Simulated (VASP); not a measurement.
# ZrN (Fm-3m) in VASP: single point with PBE

Aim: the single point of ZrN with PBE.

Everything below comes from runs of VASP 6.6.1. Logs are shortened: lines on timing, memory, paths and dates and some standing lists are left out, and cuts for length are marked.

## Step 1: The cell of the first run

It takes space group Fm-3m (No. 225, cubic). Conventional cell: a = 4.595 Å, b = 4.595 Å, c = 4.595 Å, α = 90.00°, β = 90.00°, γ = 90.00°. Zr (site symmetry m-3m) has 6 N at 2.30 Å within 3.0 Å. N (site symmetry m-3m) has 6 Zr at 2.30 Å within 3.0 Å.

## Step 2: Single point, PBE

Input file INCAR:

```
SYSTEM = ZrN
ALGO     = Normal         ! electronic algorithm
EDIFF    = 1E-6           ! SCF threshold, eV
ENCUT    = 600            ! plane-wave cutoff, eV
GGA      = PE             ! functional
GGA_COMPAT= .False.      
ISIF     = 2              ! what is computed and relaxed
ISMEAR   = 0              ! smearing method
LASPH    = .True.         ! aspherical terms in the spheres
LCHARG   = .True.         ! write CHGCAR
LELF     = .True.         ! ELF
LREAL    = .False.        ! projectors in reciprocal space
LVHAR    = .True.       
LWAVE    = .False.        ! write WAVECAR
NBANDS   = 34             ! bands
NELM     = 120            ! most SCF steps
PREC     = Accurate       ! precision mode
SIGMA    = 0.1            ! smearing width, eV
```

Input file KPOINTS:

```
k-points
0
Gamma
  21 21 12
  0 0 0
```

Input file POSCAR:

```
ZrN
1.0
    3.2489751569      0.0000002883      0.0000000000
   -1.6244878282      2.8136948780      0.0000000000
    0.0000000000      0.0000000000      7.9581550894
Zr N
3 3
Direct
    0.0000000000      0.0000000000      0.0000000000
    0.3333333333      0.6666666667      0.3333333333
    0.6666666667      0.3333333333      0.6666666667
    0.6666666667      0.3333333333      0.1666666667
    0.0000000000      0.0000000000      0.5000000000
    0.3333333333      0.6666666667      0.8333333333
```

Potentials or basis: VASP PAW PBE potentials, release 64 (Zr_sv, N).

Command:

```
cat potpaw_PBE.64/Zr_sv/POTCAR potpaw_PBE.64/N/POTCAR > POTCAR
mpirun -np 1 vasp_std > vasp.out
```

OUTCAR:

```text
SYSTEM = ZrN
   EDIFF = 1E-6
   ENCUT = 600
   GGA = PE
   ISIF = 2
   ISMEAR = 0
   LASPH = .True.
   LREAL = .False.
   NELM = 120
   PREC = Accurate

 ion  position               nearest neighbor table
   1  0.000  0.000  0.000-   4 2.30   6 2.30   4 2.30   6 2.30   4 2.30   6 2.30   2 3.25   3 3.25
                             2 3.25   3 3.25   3 3.25   2 3.25
   2  0.333  0.667  0.333-   4 2.30   4 2.30   5 2.30   4 2.30   5 2.30   5 2.30   1 3.25   1 3.25
                             1 3.25   3 3.25   3 3.25   3 3.25
   3  0.667  0.333  0.667-   6 2.30   6 2.30   5 2.30   6 2.30   5 2.30   5 2.30   1 3.25   1 3.25
                             1 3.25   2 3.25   2 3.25   2 3.25
   4  0.667  0.333  0.167-   2 2.30   2 2.30   1 2.30   2 2.30   1 2.30   1 2.30
   5  0.000  0.000  0.500-   2 2.30   3 2.30   3 2.30   2 2.30   3 2.30   2 2.30
   6  0.333  0.667  0.833-   3 2.30   3 2.30   1 2.30   3 2.30   1 2.30   1 2.30

  LATTYP: Found a hexagonal cell.
 ALAT       =     3.2489751569
 C/A-ratio  =     2.4494355005

  Lattice vectors:

 A1 = (   3.2489751569,   0.0000002883,   0.0000000000)
 A2 = (  -1.6244878282,   2.8136948780,   0.0000000000)
 A3 = (   0.0000000000,   0.0000000000,   7.9581550894)

Analysis of symmetry for initial positions (statically):
=====================================================================
 Subroutine PRICEL returns following result:

  LATTYP: Found a trigonal (rhomboedric) cell.
 ALAT       =     3.2489271931
 COS(alpha) =     0.4999852369

  Lattice vectors:

 A1 = (   1.6244874949,   0.9378984851,  -2.6527183637)
 A2 = (   0.0000001667,  -1.8757966815,  -2.6527183629)
 A3 = (  -1.6244876615,   0.9378981965,  -2.6527183629)

   3 primitive cells build up your supercell.

 Routine SETGRP: Setting up the symmetry group for a
 hexagonal supercell.

 Subroutine GETGRP returns: Found 12 space group operations
 (whereof 12 operations were pure point group operations)
 out of a pool of 24 trial point group operations.

The static configuration has the point symmetry D_3d.

Analysis of symmetry for dynamics (positions and initial velocities):
=====================================================================
 Subroutine PRICEL returns following result:

  LATTYP: Found a trigonal (rhomboedric) cell.
 ALAT       =     3.2489271931
 COS(alpha) =     0.4999852369

  Lattice vectors:

 A1 = (   1.6244874949,   0.9378984851,  -2.6527183637)
 A2 = (   0.0000001667,  -1.8757966815,  -2.6527183629)
 A3 = (  -1.6244876615,   0.9378981965,  -2.6527183629)

   3 primitive cells build up your supercell.

 Routine SETGRP: Setting up the symmetry group for a
 hexagonal supercell.

 Subroutine GETGRP returns: Found 12 space group operations
 (whereof 12 operations were pure point group operations)
 out of a pool of 24 trial point group operations.

The dynamic configuration has the point symmetry D_3d.

 Subroutine INISYM returns: Found 12 space group operations
 (whereof 12 operations are pure point group operations),
 and found     3 'primitive' translations

----------------------------------------------------------------------------------------

                                     Primitive cell

  volume of cell :      24.2502

  direct lattice vectors                    reciprocal lattice vectors
     1.624487495  0.937898485 -2.652718364     0.307789349  0.177702300 -0.125657265
     0.000000167 -1.875796682 -2.652718363     0.000000032 -0.355404545 -0.125657265
    -1.624487662  0.937898196 -2.652718363    -0.307789381  0.177702245 -0.125657265

  length of vectors
     3.248927193  3.248927193  3.248927192     0.376964374  0.376964374  0.376964374

  position of ions in fractional coordinates (direct lattice)
     0.000000000  0.000000000  0.000000000
     0.500000000  0.500000000  0.500000000

  ion indices of the primitive-cell ions
   primitive index   ion index
                 1           1
                 2           4

----------------------------------------------------------------------------------------

 KPOINTS: k-points

Automatic generation of k-mesh.
 Grid dimensions read from file:
 generate k-points for:   21   21   12

 Generating k-lattice:

  Cartesian coordinates                     Fractional coordinates (reciprocal lattice)
     0.014656636  0.008462014  0.000000000     0.047619048  0.000000000  0.000000000
    -0.000000002  0.016924026  0.000000000    -0.000000000  0.047619048  0.000000000
     0.000000000  0.000000000  0.010471439     0.000000000  0.000000000  0.083333333

  Length of vectors
     0.016924026  0.016924026  0.010471439

  Shift w.r.t. Gamma in fractional coordinates (k-lattice)
     0.000000000  0.000000000  0.000000000

 Subroutine IBZKPT returns following result:
 ===========================================

 Found    521 irreducible k-points:

 Following reciprocal coordinates:
            Coordinates               Weight
  0.000000  0.000000  0.000000      1.000000
  0.047619 -0.000000  0.000000      6.000000
  0.095238  0.000000  0.000000      6.000000
  0.142857  0.000000  0.000000      6.000000
  0.190476  0.000000  0.000000      6.000000
  0.238095  0.000000  0.000000      6.000000
[... 16 lines left out ...]
  0.142857  0.095238  0.000000     12.000000
  0.190476  0.095238  0.000000     12.000000
 [... further k-points ...]
   k-points           NKPTS =    521   k-points in BZ     NKDIM =    521   number of bands    NBANDS=     34
   number of dos      NEDOS =    301   number of ions     NIONS =      6
   total plane-waves  NPLWV =  50176
   dimension x,y,z NGX =    28 NGY =   28 NGZ =   64
   dimension x,y,z NGXF=    56 NGYF=   56 NGZF=  128
   ions per type =               3   3
   NGX,Y,Z   is equivalent  to a cutoff of  14.33, 14.33, 13.37 a.u.
   NGXF,Y,Z  is equivalent  to a cutoff of  28.65, 28.65, 26.74 a.u.
 SYSTEM =  ZrN
   PREC   = accura    normal or accurate (medium, high low for compatibility)
   ISTART =      0    job   : 0-new  1-cont  2-samecut
   ICHARG =      2    charge: 1-file 2-atom 10-const
   ISPIN  =      1    spin polarized calculation?
   LNONCOLLINEAR =      F non collinear calculations
   LSORBIT =      F    spin-orbit coupling
   LASPH  =      T    aspherical Exc in radial PAW
   ENCUT  =  600.0 eV  44.10 Ry    6.64 a.u.   6.49  6.49 15.89*2*pi/ulx,y,z
   NELM   =    120;   NELMIN=  2; NELMDL= -5     # of ELM steps
   EDIFF  = 0.1E-05   stopping-criterion for ELM
   LREAL  =      F    real-space projection
   EDIFFG = 0.1E-04   stopping-criterion for IOM
   NSW    =      0    number of steps for IOM
   IBRION =     -1    ionic relax: 0-MD 1-quasi-New 2-CG
   NFREE  =      0    steps in history (QN), initial steepest desc. (CG)
   ISIF   =      2    stress and relaxation
   ISYM   =      2    0-nonsym 1-usesym 2-fastsym
   POTIM  = 0.5000    time-step for ionic-motion
   TEBEG  =    0.0;   TEEND  =   0.0 temperature during run
   PSTRESS=    0.0 pullay stress
   NELECT =      51.0000    total number of electrons
   NUPDOWN=      -1.0000    fix difference up-down
   EMIN   =  10.00;   EMAX   =-10.00  energy-range for DOS
   EFERMI =   0.00;   METHOD = LEGACY
   ISMEAR =     0;   SIGMA  =   0.10  broadening in eV -4-tet -1-fermi 0-gaus
   EFERMI_NEDOS =   21; number of points for ismear=-14 and -15
   IALGO  =     38    algorithm
   IMIX   =      4    mixing-type and parameters
     AMIX     =   0.40;   BMIX     =  1.00
     AMIX_MAG =   1.60;   BMIX_MAG =  1.00
  volume/ion in A,a.u.               =      12.13        81.82
  Fermi-wavevector in a.u.,A,eV,Ry     =   1.454296  2.748222 28.776026  2.114978
  Thomas-Fermi vector in A             =   2.571464
   LORBIT       =      0    0 simple, 1 ext, 2 COOP (PROOUT), +10 PAW based schemes
   GGA     = PE    functional components
   LHFCALC =     F    Hartree Fock is set to
   AEXX    =    0.0000 exact exchange contribution
   IVDW    =     0    specifies the selected vdW correction
   LEPSILON=     F    determine dielectric tensor
   LRPA    =     F    only Hartree local field effects (RPA)
 non-spin polarized calculation
 Gauss-broadening in eV      SIGMA  =   0.10
  energy-cutoff  :      600.00
  volume of cell :       72.75
 maximum number of plane-waves:      2515
 NGX is ok and might be reduce to    28
   NGX = 13   NGY = 13   NGZ = 31

 number of electron      51.0000001 magnetization

 Free energy of the ion-electron system (eV)
  ---------------------------------------------------
  ext. energy  EPLUGINS =         0.00000000
  ---------------------------------------------------
  free energy    TOTEN  =       -61.12045518 eV

  energy without entropy =      -61.10990691  energy(sigma->0) =      -61.11518104

 E-fermi :  11.8969     XC(G=0): -12.4706

 val. band max:       11.8946900226   @ k =  -0.0476   0.1905   0.0833
 cond. band min:      11.9020306061   @ k =   0.2857   0.0476   0.5000
 fundamental gap:      0.0073405835
 Fermi energy:        11.8968768771

 k-point     1 :       0.0000    0.0000    0.0000
  band No.  band energies     occupation
      1     -37.7225      2.00000
      2     -37.6199      2.00000
      3     -37.6199      2.00000
      4     -16.2216      2.00000
      5     -16.2216      2.00000
      6     -15.4197      2.00000
[... 26 lines left out ...]
     33      13.8321      0.00000
     34      13.8465      0.00000

 k-point     2 :       0.0476   -0.0000    0.0000
  band No.  band energies     occupation
      1     -37.7198      2.00000
      2     -37.6182      2.00000
      3     -37.6182      2.00000
      4     -16.2167      2.00000
      5     -16.2167      2.00000
      6     -15.4498      2.00000
[... 26 lines left out ...]
     33      13.9433      0.00000
     34      14.1725      0.00000
[... 775 lines left out ...]
     33      14.9895      0.00000
     34      15.1539      0.00000

 k-point    24 :       0.1905    0.0952    0.0000
  band No.  band energies     occupation
      1     -37.6588      2.00000
      2     -37.5843      2.00000
      3     -37.5816      2.00000
      4     -16.1529      2.00000
      5     -16.1474      2.00000
      6     -15.8429      2.00000
[... 26 lines left out ...]
     33      15.2251      0.00000
     34      15.3855      0.00000

 [... further k-points ...]

------------------------ aborting loop because EDIFF is reached ----------------------------------------

  FORCE on cell =-STRESS in cart. coord.  units (eV):
  Direction    XX          YY          ZZ          XY          YZ          ZX
  --------------------------------------------------------------------------------------
  -------------------------------------------------------------------------------------
  Total        0.0697082      0.0697082      0.0481546     -0.0000000      0.0000000      0.0000000
  in kB        1.5351770      1.5351770      1.0605041     -0.0000000      0.0000000      0.0000000
  external PRESSURE =       1.3769527 kB  Pullay stress =       0.0000000 kB

 VOLUME and BASIS-vectors are now :
 -----------------------------------------------------------------------------
  energy-cutoff  :      600.00
  volume of cell :       72.75
      direct lattice vectors                 reciprocal lattice vectors
     3.248975157  0.000000288  0.000000000     0.307789349  0.177702300  0.000000000
    -1.624487828  2.813694878  0.000000000    -0.000000032  0.355404545  0.000000000
     0.000000000  0.000000000  7.958155089     0.000000000  0.000000000  0.125657265

 POSITION                                       TOTAL-FORCE (eV/Angst)
 -----------------------------------------------------------------------------------
      0.00000      0.00000      0.00000        -0.000000     -0.000000     -0.000000
     -0.00000      1.87580      2.65272        -0.000000     -0.000000      0.000000
      1.62449      0.93790      5.30544         0.000000     -0.000000     -0.000000
      1.62449      0.93790      1.32636         0.000000     -0.000000     -0.000000
      0.00000      0.00000      3.97908         0.000000     -0.000000     -0.000000
     -0.00000      1.87580      6.63180         0.000000      0.000000      0.000000
 -----------------------------------------------------------------------------------
    total drift:                               -0.000000      0.000000      0.000000

  FREE ENERGIE OF THE ION-ELECTRON SYSTEM (eV)
  ---------------------------------------------------
  free  energy   TOTEN  =       -61.1204551764 eV

  energy  without entropy=      -61.1099069065  energy(sigma->0) =      -61.11518104
```

Run time: 46 min. Hardware: 1 thread of Intel Xeon 8259CL, shared host; peak memory 1.2 GiB.

Results:

```yaml
Free_energy: -61.1205 eV
Pressure: 0.1 GPa
Band_gap_on_the_k_mesh: zero (an odd number of electrons rules out a gap without spin polarisation)
```
